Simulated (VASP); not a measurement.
# Li2Se (Fm-3m) in VASP: a series of runs, part 2 of 2

VASP 6.6.1. Earlier steps stand in the parts before.

### Step 4. Single point, r2SCAN (17.51 Å³/atom)

This run uses another cell than the first one, of 17.51 Å³/atom.

Input file POSCAR:

```
Li2Se
1.0
    0.0000000000      2.9725417583      2.9725417583
    2.9725417583      0.0000000000      2.9725417583
    2.9725417583      2.9725417583      0.0000000000
Li Se
2 1
Direct
    0.2500000000      0.2500000000      0.2500000000
    0.7500000000      0.7500000000      0.7500000000
    0.0000000000      0.0000000000      0.0000000000
```

Input file INCAR.step1:

```
ALGO = Normal
EDIFF = 1E-5
ENCUT = 830
GGA = PE
GGA_COMPAT = False
ISMEAR = 0
LASPH = True
LCHARG = False
LREAL = False
LWAVE = True
NBANDS = 13
NELM = 120
PREC = Accurate
SIGMA = 0.05
```

Input file INCAR.step2:

```
ALGO = Normal
EDIFF = 1E-6
ENCUT = 830
GGA_COMPAT = False
ISIF = 2
ISMEAR = 0
ISTART = 1
LASPH = True
LCHARG = True
LELF = True
LMIXTAU = True
LREAL = False
LVHAR = True
LWAVE = False
METAGGA = R2SCAN
NBANDS = 13
NELM = 120
PREC = Accurate
SIGMA = 0.05
```

Input file KPOINTS:

```
k-points
0
Gamma
  8 8 8
```

Potentials or basis: VASP PAW PBE potentials, release 64 (Li_sv, Se).

The run is started by

```sh
$ cat potpaw_PBE.64/Li_sv/POTCAR potpaw_PBE.64/Se/POTCAR > POTCAR
$ cp INCAR.step1 INCAR
$ mpirun -np 1 vasp_std > vasp.out
$ cp INCAR.step2 INCAR
$ mpirun -np 1 vasp_std > vasp.out
```

OUTCAR:

```text
EDIFF = 1E-6
   ENCUT = 830
   ISIF = 2
   ISMEAR = 0
   ISTART = 1
   LASPH = True
   LREAL = False
   METAGGA = R2SCAN
   NELM = 120
   PREC = Accurate

 ion  position               nearest neighbor table
   1  0.250  0.250  0.250-   3 2.57   3 2.57   3 2.57   3 2.57
   2  0.750  0.750  0.750-   3 2.57   3 2.57   3 2.57   3 2.57
   3  0.000  0.000  0.000-   2 2.57   2 2.57   1 2.57   1 2.57   2 2.57   1 2.57   2 2.57   1 2.57

  LATTYP: Found a face centered cubic cell.
 ALAT       =     5.9450835166

[... 568 lines left out ...]
     10      10.1429      0.00000
     11      11.2789      0.00000
     12      12.7239      0.00000
     13      14.5779      0.00000

 [... further k-points ...]
[... 5 lines left out ...]
  --------------------------------------------------------------------------------------
  -------------------------------------------------------------------------------------
  Total        0.2136878      0.2136878      0.2136878     -0.0000000     -0.0000000     -0.0000000
  in kB        6.5174320      6.5174320      6.5174320     -0.0000000     -0.0000000     -0.0000000
  external PRESSURE =       6.5174320 kB  Pullay stress =       0.0000000 kB

 VOLUME and BASIS-vectors are now :
 -----------------------------------------------------------------------------
  energy-cutoff  :      830.00
  volume of cell :       52.53
      direct lattice vectors                 reciprocal lattice vectors
     0.000000000  2.972541758  2.972541758    -0.168206216  0.168206216  0.168206216
     2.972541758  0.000000000  2.972541758     0.168206216 -0.168206216  0.168206216
     2.972541758  2.972541758  0.000000000     0.168206216  0.168206216 -0.168206216

 POSITION                                       TOTAL-FORCE (eV/Angst)
 -----------------------------------------------------------------------------------
      1.48627      1.48627      1.48627         0.000000      0.000000      0.000000
      4.45881      4.45881      4.45881        -0.000000      0.000000     -0.000000
      0.00000      0.00000      0.00000         0.000000     -0.000000      0.000000
 -----------------------------------------------------------------------------------
    total drift:                                0.000000     -0.000000      0.000000

  FREE ENERGIE OF THE ION-ELECTRON SYSTEM (eV)
  ---------------------------------------------------
  free  energy   TOTEN  =       -23.4375074700 eV

  energy  without entropy=      -23.4375074700  energy(sigma->0) =      -23.43750747
```

OSZICAR.step1:

```text
N       E                     dE             d eps       ncg     rms          rms(c)
DAV:   1     0.520141497472E+02    0.52014E+02   -0.69612E+03   754   0.125E+03
DAV:   2    -0.346673643185E+01   -0.55481E+02   -0.52479E+02   920   0.228E+02
DAV:   3    -0.111614972240E+02   -0.76948E+01   -0.76472E+01  1426   0.497E+01
DAV:   4    -0.113009408583E+02   -0.13944E+00   -0.13940E+00   952   0.994E+00
DAV:   5    -0.113038918106E+02   -0.29510E-02   -0.29508E-02  1181   0.116E+00    0.278E+00
DAV:   6    -0.111320396083E+02    0.17185E+00   -0.22995E-01   931   0.188E+00    0.172E+00
DAV:   7    -0.111174263519E+02    0.14613E-01   -0.11364E-01  1007   0.146E+00    0.738E-01
DAV:   8    -0.111251047675E+02   -0.76784E-02   -0.17353E-02   965   0.735E-01    0.250E-01
DAV:   9    -0.111250264738E+02    0.78294E-04   -0.44560E-04  1041   0.133E-01    0.174E-01
DAV:  10    -0.111252910237E+02   -0.26455E-03   -0.63517E-04   874   0.124E-01    0.702E-02
DAV:  11    -0.111252932567E+02   -0.22330E-05   -0.36095E-05  1074   0.378E-02
   1 F= -.11125293E+02 E0= -.11125293E+02  d E =-.606317E-26
```

Run time: 2.6 min. Hardware: 1 thread of Intel Xeon Platinum 8488C (Sapphire Rapids), shared host; peak memory 0.27 GiB.

Results:

- Free energy: -23.4375 eV
- Pressure: 0.7 GPa
- Band gap on the k mesh: 3.44 eV (least direct gap 4.27 eV)

Caveat: the PAW data sets were made with another functional, which shifts forces and pressure a little.

### Step 5. Single point, r2SCAN (17.97 Å³/atom)

This run uses another cell than the first one, of 17.97 Å³/atom.

Input file POSCAR:

```
Li2Se
1.0
    0.0000000000      2.9984910856      2.9984910856
    2.9984910856      0.0000000000      2.9984910856
    2.9984910856      2.9984910856      0.0000000000
Li Se
2 1
Direct
    0.2500000000      0.2500000000      0.2500000000
    0.7500000000      0.7500000000      0.7500000000
    0.0000000000      0.0000000000      0.0000000000
```

Input file INCAR.step1:

```
SYSTEM = Li2Se
PREC = Accurate ; ENCUT = 830
ISMEAR = 0 ; SIGMA = 0.05
LREAL = .FALSE. ; LASPH = .TRUE.
NELM = 120 ; NBANDS = 13
GGA = PE ; ALGO = Normal
EDIFF = 1E-5 ; LWAVE = .TRUE.
LCHARG = .FALSE. ; GGA_COMPAT = .FALSE.
```

Input file INCAR.step2:

```
SYSTEM = Li2Se
PREC = Accurate ; ENCUT = 830
EDIFF = 1E-6 ; ISMEAR = 0
SIGMA = 0.05 ; LREAL = .FALSE.
LASPH = .TRUE. ; NELM = 120
ALGO = Normal ; ISIF = 2
LWAVE = .FALSE. ; LCHARG = .TRUE.
METAGGA = R2SCAN ; LMIXTAU = .TRUE.
LELF = .TRUE. ; LVHAR = .TRUE.
NBANDS = 13 ; ISTART = 1
GGA_COMPAT = .FALSE.
```

Input file KPOINTS:

```
regular mesh
0
G
  8 8 8
  0 0 0
```

The run is started by

```sh
$ cat potpaw_PBE.64/Li_sv/POTCAR potpaw_PBE.64/Se/POTCAR > POTCAR
$ cp INCAR.step1 INCAR
$ mpirun -np 1 vasp_std > vasp.out
$ cp INCAR.step2 INCAR
$ mpirun -np 1 vasp_std > vasp.out
```

It took 2.3 min on 1 thread of Intel Xeon Platinum 8488C (Sapphire Rapids), shared host; peak memory 0.27 GiB.

Results (log left out):

* Free energy: -23.4389 eV
* Pressure: -0.3 GPa
* Band gap on the k mesh: 3.46 eV (least direct gap 4.15 eV)

Levels at points of the mesh, in eV from the valence-band top:
```
           k point  band 2  band 3  band 4  band 5  band 6  band 7  band 8  band 9  band 10  band 11
(0.00, 0.00, 0.00)  -46.13  -11.78    0.00    0.00    0.00    4.15    6.31    6.31     6.31    11.19
(0.50, 0.00, 0.00)  -46.14  -11.40   -2.90   -0.52   -0.52    5.96    6.59    6.59     8.62    12.63
(0.50, 0.50, 0.00)  -46.14  -11.28   -2.26   -1.44   -1.44    3.46    6.98   11.34    11.34    12.61
```

Caveat: the PAW data sets were made with another functional, which shifts forces and pressure a little.

### Step 6. Single point, r2SCAN (17.87 Å³/atom)

This run uses another cell than the first one, of 17.87 Å³/atom.

Input file POSCAR:

```
Li2Se
1.0
    0.0000000000      2.9926271092      2.9926271092
    2.9926271092      0.0000000000      2.9926271092
    2.9926271092      2.9926271092      0.0000000000
Li Se
2 1
Direct
    0.2500000000      0.2500000000      0.2500000000
    0.7500000000      0.7500000000      0.7500000000
    0.0000000000      0.0000000000      0.0000000000
```

Input file INCAR.step1:

```
PREC = Accurate ; ENCUT = 830
ISMEAR = 0 ; SIGMA = 0.05
LREAL = F ; LASPH = T
NELM = 120 ; NBANDS = 13
GGA = PE ; ALGO = Normal
EDIFF = 1E-5 ; LWAVE = T
LCHARG = F ; GGA_COMPAT = F
```

Input file INCAR.step2:

```
PREC = Accurate ; ENCUT = 830
EDIFF = 1E-6 ; ISMEAR = 0
SIGMA = 0.05 ; LREAL = F
LASPH = T ; NELM = 120
ALGO = Normal ; ISIF = 2
LWAVE = F ; LCHARG = F
METAGGA = R2SCAN ; LMIXTAU = T
NBANDS = 13 ; ISTART = 1
GGA_COMPAT = F
```

Input file KPOINTS:

```
regular mesh
0
Gamma
  8 8 8
```

Potentials or basis: VASP PAW PBE potentials, release 64 (Li_sv, Se).

The run is started by

```sh
$ cat potpaw_PBE.64/Li_sv/POTCAR potpaw_PBE.64/Se/POTCAR > POTCAR
$ cp INCAR.step1 INCAR
$ mpirun -np 1 vasp_std > vasp.out
$ cp INCAR.step2 INCAR
$ mpirun -np 1 vasp_std > vasp.out
```

Wall time 2 min (1 thread of Intel Xeon Platinum 8488C (Sapphire Rapids), shared host); peak memory 0.27 GiB.

It converged, with:

```yaml
Free_energy: -23.4394 eV
Pressure: -0.1 GPa
Band_gap_on_the_k_mesh: 3.46 eV (least direct gap 4.18 eV)
```

Levels at points of the mesh, in eV from the valence-band top:
| k point | band 2 | band 3 | band 4 | band 5 | band 6 | band 7 | band 8 | band 9 | band 10 | band 11 |
| --- | --- | --- | --- | --- | --- | --- | --- | --- | --- | --- |
| (0.00, 0.00, 0.00) | -46.12 | -11.80 | 0.00 | 0.00 | 0.00 | 4.18 | 6.31 | 6.31 | 6.31 | 11.21 |
| (0.50, 0.00, 0.00) | -46.13 | -11.41 | -2.92 | -0.53 | -0.53 | 5.98 | 6.60 | 6.60 | 8.65 | 12.67 |
| (0.50, 0.50, 0.00) | -46.12 | -11.29 | -2.27 | -1.46 | -1.46 | 3.46 | 7.00 | 11.38 | 11.38 | 12.67 |

Caveat: the PAW data sets were made with another functional, which shifts forces and pressure a little. A k mesh can miss the band edges.

### Step 7. Summary

| level | cell | gap on the mesh (eV) | pressure (GPa) |
| --- | --- | --- | --- |
| r2SCAN+D3(BJ) | a = 4.170 Å, angles 60.0°, 3 atoms | 3.42 | 0.4 |
| r2SCAN+D3(BJ) | a = 4.198 Å, angles 60.0°, 3 atoms | 3.44 | -0.4 |
| r2SCAN | a = 4.204 Å, angles 60.0°, 3 atoms | 3.44 | 0.7 |
| r2SCAN | a = 4.241 Å, angles 60.0°, 3 atoms | 3.46 | -0.3 |
| r2SCAN | a = 4.232 Å, angles 60.0°, 3 atoms | 3.46 | -0.1 |

Alike in all rows: task single point; potentials or basis VASP PAW PBE potentials, release 64 (Li_sv, Se); no spin polarisation; k mesh 8 × 8 × 8; cutoff (eV) 830; smearing gaussian 0.05 eV.

Caveats: the PAW data sets were made with another functional, which shifts forces and pressure a little; three body term missing (at least some runs).

Total energies depend on the potentials used, so only differences within one code and one set of settings carry meaning.
